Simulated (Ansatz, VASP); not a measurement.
**Two plane-wave programs on SiGe**

```xyz
4
Lattice="3.9045 0.0000 0.0000 -1.9522 3.3814 0.0000 0.0000 0.0000 6.7733" Properties=species:S:1:pos:R:3 pbc="T T T"
Si    1.9522    1.1271    5.9240
Si    0.0000    2.2542    2.5373
Ge    1.9522    1.1271    3.3893
Ge    0.0000    2.2542    0.0027
```

Change from the starting cell: strain +0.000 along x and y, +0.050 along z, atoms carried along.

Alike in both runs: task single point; functional PBEsol; k mesh 12 × 12 × 6; occupations gaussian, width 0.03 eV; no spin polarisation.

```csv
,VASP,Ansatz
version,VASP 6.6.1,Ansatz 0.2.0
potentials or method,"VASP PAW PBE potentials, release 64 (Si, Ge_d), cutoff 520 eV","scalar-relativistic, plane waves, PAW"
valence electrons in the cell,36,36
```

|  | VASP | Ansatz | Ansatz less VASP |
| --- | --- | --- | --- |
| gap on the k mesh at the Fermi level (eV) | 0.29 | 0.29 | 0.000 |
| least direct gap on the mesh (eV) | 0.58 | 0.58 | -0.005 |
| pressure (GPa) | -3.5 | -3.5 | +0.02 |
| traceless stress, the component that is largest in VASP (GPa) | -5.38 | -5.36 | +0.017 |
| rms of the force components (eV/Å) | 0.173 | 0.175 | +0.0015 |

VASP's potentials were made for PBE, not for PBEsol. Atom by atom the forces differ by 0.001 eV/Å (rms over components).
